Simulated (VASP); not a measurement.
Input of a VASP 6.6.1 run:

Contents of INCAR:

```
SYSTEM = WS2
PREC = Accurate
ENCUT = 520
EDIFF = 1E-6
ISMEAR = 0
SIGMA = 0.05
LREAL = .FALSE.
LASPH = .TRUE.
NELM = 60
ALGO = Normal
ISIF = 2
LWAVE = .FALSE.
LCHARG = .TRUE.
GGA = PS
LELF = .TRUE.
LVHAR = .TRUE.
NBANDS = 35
```

The input KPOINTS:

```
regular mesh
0
G
  12 12 2
  0 0 0
```

Contents of POSCAR:

```
WS2
1.0
    3.2750975396      0.0000000000      0.0000000000
   -1.6375487698      2.8363176691      0.0000000000
    0.0000000000      0.0000000000     21.7502502699
W S
2 4
Direct
    0.3333333333      0.6666666667      0.6345659624
    0.6666666667      0.3333333333      0.3654340376
    0.3333333333      0.6666666667      0.2989660749
    0.6666666667      0.3333333333      0.5680485953
    0.3333333333      0.6666666667      0.4319514047
    0.6666666667      0.3333333333      0.7010339251
```

Potentials or basis: VASP PAW PBE potentials, release 64 (W_sv, S).

Run with:

```console
$ cat potpaw_PBE.64/W_sv/POTCAR potpaw_PBE.64/S/POTCAR > POTCAR
$ mpirun -np 1 vasp_std > vasp.out
```

Question: What does it give for the largest force?

Answer: 1.678 eV/Å.

Question: Predict the band gap on the k mesh.

Answer: 0.02 eV (least direct gap 1.24 eV).

Forces on the atoms (eV/Å):
```
W    0.000  0.000  0.005
W    0.000  0.000 -0.005
S    0.000  0.000 -1.678
S    0.000  0.000 -1.588
S    0.000  0.000  1.588
S    0.000  0.000  1.678
```

Caveat: the smearing spreads over this small gap; there is no dipole correction, which matters where the two faces differ; the PAW data sets were made with another functional, which shifts forces and pressure a little; spin-orbit coupling is left out, which moves the levels of the heavy elements.
